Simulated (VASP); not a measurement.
Wanted: the native input for a VASP 6.6.1 run.

```yaml
Task: single point
Functional: PBE
Potentials_or_basis: VASP PAW PBE potentials, release 64 (Hf_pv, F)
Cutoff: 520 eV
k_mesh: 6 × 6 × 2
Occupations: gaussian, width 0.1 eV
Spin: no spin polarisation
Dipole_correction: no
Further_INCAR_settings: ALGO = Normal; EDIFF = 1e-06; NBANDS = 26
```

The structure of Hf3F lies in POSCAR:

```
Hf3F
1.0
    3.0790533617      0.0000000000      0.0000000000
    0.0000000000      3.0881984798      0.0000000000
    0.0000000000      0.0000000000      8.0290402723
Hf F
3 1
Direct
    0.0000000000      0.0000000000      0.5000000000
    0.5000000000      0.5000000000      0.7754997177
    0.5000000000      0.5000000000      0.2245002823
    0.0000000000      0.0000000000      0.0000000000
```

The input as run:

INCAR

```
SYSTEM = Hf3F
  ALGO = Normal
  EDIFF = 1E-6
  ENCUT = 520
  GGA = PE
  ISIF = 2
  ISMEAR = 0
  LASPH = .TRUE.
  LCHARG = .FALSE.
  LREAL = .FALSE.
  LWAVE = .FALSE.
  NBANDS = 26
  NELM = 80
  PREC = Accurate
  SIGMA = 0.1
```

KPOINTS

```
k-points
0
G
  6 6 2
  0 0 0
```

Potentials or basis: VASP PAW PBE potentials, release 64 (Hf_pv, F).

Command:

```bash
$ cat potpaw_PBE.64/Hf_pv/POTCAR potpaw_PBE.64/F/POTCAR > POTCAR
$ mpirun -np 1 vasp_std > vasp.out
```

It gave:

```yaml
Pressure: -0.7 GPa
Largest_force: 0.011 eV/Å
```

Caveat: the k points lie up to 0.39 Å⁻¹ apart; an odd number of electrons without spin polarisation forces a metal; a magnetic or distorted state may lie lower.

Run time: 60 s on 1 thread of Intel(R) Xeon(R) Platinum 8375C CPU @ 2.90GHz (Ice Lake), with other jobs on the host, peak memory 0.21 GiB.
